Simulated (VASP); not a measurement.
# In3C2 (P-3m1) in VASP: relaxation of cell and atoms with PBE

Aim: the relaxation of cell and atoms of In3C2 with PBE.

Everything below comes from runs of VASP 6.6.1. Logs are shortened: lines on timing, memory, paths and dates and some standing lists are left out, and cuts for length are marked.

**1. The cell of the first run**

Symmetry: P-3m1, No. 164, trigonal system. Conventional cell: a = 3.826 Å, b = 3.826 Å, c = 7.423 Å, α = 90.00°, β = 90.00°, γ = 120.00°. In (site symmetry -3m) has 6 C at 3.14 Å and 12 In at 3.36 to 3.83 Å within 4.1 Å. Within 2.9 Å of In (site symmetry 3m) lie 4 C at 2.23 to 2.66 Å. C (site symmetry 3m) has 4 In at 2.23 to 2.66 Å within 2.9 Å.

**2. Relaxation of cell and atoms, PBE**

File INCAR:

```
ALGO = Normal ; EDIFF = 1E-6
EDIFFG = -0.01 ; ENCUT = 600
GGA = PE ; IBRION = 2
ISIF = 3 ; ISMEAR = 0
LASPH = True ; LCHARG = False
LREAL = False ; LWAVE = False
NELM = 80 ; NSW = 100
PREC = Accurate ; SIGMA = 0.1
```

File KPOINTS:

```
k-points
0
Gamma
  12 12 6
```

File POSCAR:

```
In3C2
1.0
    3.8259487794      0.0000000000      0.0000000000
   -1.9129743897      3.3133688366      0.0000000000
    0.0000000000      0.0000000000      7.4231074469
In C
3 2
Direct
    0.0000000000      0.0000000000      0.0000000000
    0.3333333333      0.6666666667      0.6582824812
    0.6666666667      0.3333333333      0.3417175188
    0.3333333333      0.6666666667      0.3002584999
    0.6666666667      0.3333333333      0.6997415001
```

Potentials or basis: VASP PAW PBE potentials, release 64 (In_d, C).

Run with:

```
cat potpaw_PBE.64/In_d/POTCAR potpaw_PBE.64/C/POTCAR > POTCAR
mpirun -np 1 vasp_std > vasp.out
```

OUTCAR:

```text
EDIFF = 1E-6
   EDIFFG = -0.01
   ENCUT = 600
   GGA = PE
   IBRION = 2
   ISIF = 3
   ISMEAR = 0
   LASPH = True
   LREAL = False
   NELM = 80
   NSW = 100
   PREC = Accurate

 ion  position               nearest neighbor table
   1  0.000  0.000  0.000-   2 3.36   3 3.36   3 3.36   2 3.36   3 3.36   2 3.36
   2  0.333  0.667  0.658-   5 2.23   5 2.23   5 2.23   4 2.66   3 3.23   3 3.23   3 3.23   1 3.36
                             1 3.36   1 3.36
   3  0.667  0.333  0.342-   4 2.23   4 2.23   4 2.23   5 2.66   2 3.23   2 3.23   2 3.23   1 3.36
                             1 3.36   1 3.36
   4  0.333  0.667  0.300-   3 2.23   3 2.23   3 2.23   2 2.66
   5  0.667  0.333  0.700-   2 2.23   2 2.23   2 2.23   3 2.66

  LATTYP: Found a hexagonal cell.
 ALAT       =     3.8259487794
 C/A-ratio  =     1.9402004248

  Lattice vectors:

 A1 = (   3.8259487794,   0.0000000000,   0.0000000000)
 A2 = (  -1.9129743897,   3.3133688366,   0.0000000000)
 A3 = (   0.0000000000,   0.0000000000,   7.4231074469)

Analysis of symmetry for initial positions (statically):
=====================================================================
 Subroutine PRICEL returns:
 Original cell was already a primitive cell.

 Routine SETGRP: Setting up the symmetry group for a
 hexagonal supercell.

 Subroutine GETGRP returns: Found 12 space group operations
 (whereof 12 operations were pure point group operations)
 out of a pool of 24 trial point group operations.

The static configuration has the point symmetry D_3d.

Analysis of symmetry for dynamics (positions and initial velocities):
=====================================================================
 Subroutine PRICEL returns:
 Original cell was already a primitive cell.

 Routine SETGRP: Setting up the symmetry group for a
 hexagonal supercell.

 Subroutine GETGRP returns: Found 12 space group operations
 (whereof 12 operations were pure point group operations)
 out of a pool of 24 trial point group operations.

The dynamic configuration has the point symmetry D_3d.

 Subroutine INISYM returns: Found 12 space group operations
 (whereof 12 operations are pure point group operations),
 and found     1 'primitive' translations

----------------------------------------------------------------------------------------

                                     Primitive cell

  volume of cell :      94.1011

  direct lattice vectors                    reciprocal lattice vectors
     3.825948779  0.000000000  0.000000000     0.261373076  0.150903816  0.000000000
    -1.912974390  3.313368837  0.000000000     0.000000000  0.301807631  0.000000000
     0.000000000  0.000000000  7.423107447     0.000000000  0.000000000  0.134714472

  length of vectors
     3.825948779  3.825948779  7.423107447     0.301807631  0.301807631  0.134714472

  position of ions in fractional coordinates (direct lattice)
     0.000000000  0.000000000  0.000000000
     0.333333333  0.666666667  0.658282481
     0.666666667  0.333333333  0.341717519
     0.333333333  0.666666667  0.300258500
     0.666666667  0.333333333  0.699741500

  ion indices of the primitive-cell ions
   primitive index   ion index
                 1           1
                 2           2
                 3           3
                 4           4
                 5           5

----------------------------------------------------------------------------------------

 KPOINTS: k-points

Automatic generation of k-mesh.
 Grid dimensions read from file:
 generate k-points for:   12   12    6

 Generating k-lattice:

  Cartesian coordinates                     Fractional coordinates (reciprocal lattice)
     0.021781090  0.012575318  0.000000000     0.083333333  0.000000000  0.000000000
     0.000000000  0.025150636  0.000000000     0.000000000  0.083333333  0.000000000
     0.000000000  0.000000000  0.022452412     0.000000000  0.000000000  0.166666667

  Length of vectors
     0.025150636  0.025150636  0.022452412

  Shift w.r.t. Gamma in fractional coordinates (k-lattice)
     0.000000000  0.000000000  0.000000000

 Subroutine IBZKPT returns following result:
 ===========================================

 Found    100 irreducible k-points:

 Following reciprocal coordinates:
            Coordinates               Weight
  0.000000  0.000000  0.000000      1.000000
  0.083333  0.000000  0.000000      6.000000
  0.166667  0.000000  0.000000      6.000000
  0.250000  0.000000  0.000000      6.000000
  0.333333  0.000000  0.000000      6.000000
  0.416667  0.000000  0.000000      6.000000
[... 16 lines left out ...]
  0.166667  0.000000  0.166667      6.000000
  0.000000  0.166667  0.166667      6.000000
 [... further k-points ...]
   k-points           NKPTS =    100   k-points in BZ     NKDIM =    100   number of bands    NBANDS=     28
   number of dos      NEDOS =    301   number of ions     NIONS =      5
   total plane-waves  NPLWV =  61440
   dimension x,y,z NGX =    32 NGY =   32 NGZ =   60
   dimension x,y,z NGXF=    64 NGYF=   64 NGZF=  120
   ions per type =               3   2
   NGX,Y,Z   is equivalent  to a cutoff of  13.90, 13.90, 13.44 a.u.
   NGXF,Y,Z  is equivalent  to a cutoff of  27.81, 27.81, 26.87 a.u.
 SYSTEM =  unknown system
   PREC   = accura    normal or accurate (medium, high low for compatibility)
   ISTART =      0    job   : 0-new  1-cont  2-samecut
   ICHARG =      2    charge: 1-file 2-atom 10-const
   ISPIN  =      1    spin polarized calculation?
   LNONCOLLINEAR =      F non collinear calculations
   LSORBIT =      F    spin-orbit coupling
   LASPH  =      T    aspherical Exc in radial PAW
   ENCUT  =  600.0 eV  44.10 Ry    6.64 a.u.   7.64  7.64 14.83*2*pi/ulx,y,z
   NELM   =     80;   NELMIN=  2; NELMDL= -5     # of ELM steps
   EDIFF  = 0.1E-05   stopping-criterion for ELM
   LREAL  =      F    real-space projection
   EDIFFG = -.1E-01   stopping-criterion for IOM
   NSW    =    100    number of steps for IOM
   IBRION =      2    ionic relax: 0-MD 1-quasi-New 2-CG
   NFREE  =      1    steps in history (QN), initial steepest desc. (CG)
   ISIF   =      3    stress and relaxation
   ISYM   =      2    0-nonsym 1-usesym 2-fastsym
   POTIM  = 0.5000    time-step for ionic-motion
   TEBEG  =    0.0;   TEEND  =   0.0 temperature during run
   PSTRESS=    0.0 pullay stress
   NELECT =      47.0000    total number of electrons
   NUPDOWN=      -1.0000    fix difference up-down
   EMIN   =  10.00;   EMAX   =-10.00  energy-range for DOS
   EFERMI =   0.00;   METHOD = LEGACY
   ISMEAR =     0;   SIGMA  =   0.10  broadening in eV -4-tet -1-fermi 0-gaus
   EFERMI_NEDOS =   21; number of points for ismear=-14 and -15
   IALGO  =     38    algorithm
   IMIX   =      4    mixing-type and parameters
     AMIX     =   0.40;   BMIX     =  1.00
     AMIX_MAG =   1.60;   BMIX_MAG =  1.00
  volume/ion in A,a.u.               =      18.82       127.01
  Fermi-wavevector in a.u.,A,eV,Ry     =   1.298901  2.454566 22.954968  1.687143
  Thomas-Fermi vector in A             =   2.430199
   LORBIT       =      0    0 simple, 1 ext, 2 COOP (PROOUT), +10 PAW based schemes
   GGA     = PE    functional components
   LHFCALC =     F    Hartree Fock is set to
   AEXX    =    0.0000 exact exchange contribution
   IVDW    =     0    specifies the selected vdW correction
   LEPSILON=     F    determine dielectric tensor
   LRPA    =     F    only Hartree local field effects (RPA)
 conjugate gradient relaxation of ions
 non-spin polarized calculation
 Gauss-broadening in eV      SIGMA  =   0.10
  energy-cutoff  :      600.00
  volume of cell :       94.10
 maximum number of plane-waves:      3174
 NGX is ok and might be reduce to    32
   NGX = 15   NGY = 15   NGZ = 29

--------------------------------------- Ionic step        1  -------------------------------------------

 number of electron      47.0000007 magnetization

 Free energy of the ion-electron system (eV)
  ---------------------------------------------------
  ext. energy  EPLUGINS =         0.00000000
  ---------------------------------------------------
  free energy    TOTEN  =       -20.24435126 eV

  energy without entropy =      -20.23695540  energy(sigma->0) =      -20.24065333

------------------------ aborting loop because EDIFF is reached ----------------------------------------

  FORCE on cell =-STRESS in cart. coord.  units (eV):
  Direction    XX          YY          ZZ          XY          YZ          ZX
  --------------------------------------------------------------------------------------
  -------------------------------------------------------------------------------------
  Total        0.1760967      0.1760967      0.1057472      0.0000000     -0.0000000      0.0000000
  in kB        2.9982445      2.9982445      1.8004652      0.0000000     -0.0000000      0.0000000
  external PRESSURE =       2.5989847 kB  Pullay stress =       0.0000000 kB
[... 219 lines left out ...]
  energy  without entropy=      -20.2373571851  energy(sigma->0) =      -20.24112467

--------------------------------------- Ionic step        7  -------------------------------------------

 number of electron      47.0000007 magnetization

 Free energy of the ion-electron system (eV)
  ---------------------------------------------------
  ext. energy  EPLUGINS =         0.00000000
  ---------------------------------------------------
  free energy    TOTEN  =       -20.24495592 eV

  energy without entropy =      -20.23739223  energy(sigma->0) =      -20.24117408

 E-fermi :   6.6835     XC(G=0): -10.3834

 val. band max:        6.6827683322   @ k =   0.3333   0.1667   0.3333
 cond. band min:       6.6870033360   @ k =   0.3333   0.1667   0.1667
 fundamental gap:      0.0042350038
 Fermi energy:         6.6835309572

 k-point     1 :       0.0000    0.0000    0.0000
  band No.  band energies     occupation
      1      -7.8050      2.00000
      2      -7.6864      2.00000
      3      -7.6864      2.00000
      4      -7.6852      2.00000
      5      -7.6266      2.00000
      6      -7.6266      2.00000
[... 733 lines left out ...]
     27      10.7952      0.00000
     28      11.4043      0.00000

 [... further k-points ...]

------------------------ aborting loop because EDIFF is reached ----------------------------------------

  FORCE on cell =-STRESS in cart. coord.  units (eV):
  Direction    XX          YY          ZZ          XY          YZ          ZX
  --------------------------------------------------------------------------------------
  -------------------------------------------------------------------------------------
  Total        0.0092911      0.0092911     -0.0484204      0.0000000      0.0000000      0.0000000
  in kB        0.1578184      0.1578184     -0.8224663      0.0000000      0.0000000      0.0000000
  external PRESSURE =      -0.1689432 kB  Pullay stress =       0.0000000 kB
[... 20 lines left out ...]
  FREE ENERGIE OF THE ION-ELECTRON SYSTEM (eV)
  ---------------------------------------------------
  free  energy   TOTEN  =       -20.2449559241 eV

  energy  without entropy=      -20.2373922304  energy(sigma->0) =      -20.24117408

 reached required accuracy - stopping structural energy minimisation
```

Run time: 7.6 min. Hardware: 1 thread of Intel Xeon 6975P-C (Granite Rapids), shared host; peak memory 0.44 GiB.

What came out:

```
Free energy                            : -20.2450 eV
Relaxed volume                         : 18.86 Å³/atom
Relaxed cell                           : a = 3.829 Å, b = 3.829 Å, c = 7.430 Å, α = 90.00°, β = 90.00°, γ = 120.00°
Space group after relaxing (to 0.05 Å) : P-3m1 (No. 164)
Energy gained by relaxing              : 0.1 meV/atom
Ionic steps                            : 7
Pressure after relaxing                : 0.0 GPa
Largest force after relaxing           : 0.009 eV/Å
```

Forces on the atoms (eV/Å):
```
In   0.000  0.000  0.000
In   0.000  0.000 -0.009
In   0.000  0.000  0.009
C    0.000  0.000 -0.008
C    0.000  0.000  0.008
```

Step by step:
| step | energy change (eV) | largest force (eV/Å) | pressure (GPa) | volume (Å³) |
| --- | --- | --- | --- | --- |
| 1 | 0.0000 | 0.0348 | 0.26 | 94.10 |
| 2 | -0.0003 | 0.0167 | -0.12 | 94.52 |
| 3 | -0.0003 | 0.0207 | -0.03 | 94.43 |
| 4 | -0.0004 | 0.0184 | -0.02 | 94.42 |
| 5 | -0.0005 | 0.0129 | -0.02 | 94.38 |
| 6 | -0.0005 | 0.0126 | -0.01 | 94.37 |
| 7 | -0.0006 | 0.0086 | -0.02 | 94.32 |

Final structure:
```yaml
crystal:
  lattice:
    - [3.82863, 0.00000, 0.00000]
    - [-1.91431, 3.31569, 0.00000]
    - [0.00000, 0.00000, 7.43027]
  atoms:
    - { symbol: In, position: [0.00000, 0.00000, 0.00000] }
    - { symbol: In, position: [0.33333, 0.66667, 0.65897] }
    - { symbol: In, position: [0.66667, 0.33333, 0.34103] }
    - { symbol: C, position: [0.33333, 0.66667, 0.29900] }
    - { symbol: C, position: [0.66667, 0.33333, 0.70100] }
```

Caveat: spin-orbit coupling is left out, which moves the levels of the heavy elements.
